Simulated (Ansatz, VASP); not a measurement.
Sc3BN2 in VASP and in Ansatz

```
Sc B N
1.0
     5.82109    0.00000    0.00000
    -2.91054    5.04121    0.00000
     0.00000    0.00000    2.88549
Sc B N
3 1 2
Direct
  0.50000 0.00000 0.50000
  0.50000 0.50000 0.50000
  0.00000 0.50000 0.50000
  0.00000 0.00000 0.00000
  0.33333 0.66667 0.00000
  0.66667 0.33333 0.00000
```

Change from the starting cell: species swapped into the TmB2Ru3 type (P6/mmm, No. 191).

Alike in both runs: functional PBE; k mesh 12 × 12 × 12; occupations gaussian, width 0.1 eV; no spin polarisation.

Ansatz relaxed the structure, and its values are those at the end. VASP's run is a single point on that final structure, the one shown.

```csv
,VASP,Ansatz
version,VASP 6.6.1,Ansatz 0.2.0
potentials or method,"VASP PAW PBE potentials, release 64 (Sc_sv, B, N), cutoff 520 eV","scalar-relativistic, plane waves, PAW"
valence electrons in the cell,46,46
```

```csv
,VASP,Ansatz,Ansatz less VASP
gap on the k mesh at the Fermi level (eV),none,none,-
pressure (GPa),0.6,0.0,-0.62
```

A gap of «none» marks a metal or a gap that the smearing closes.
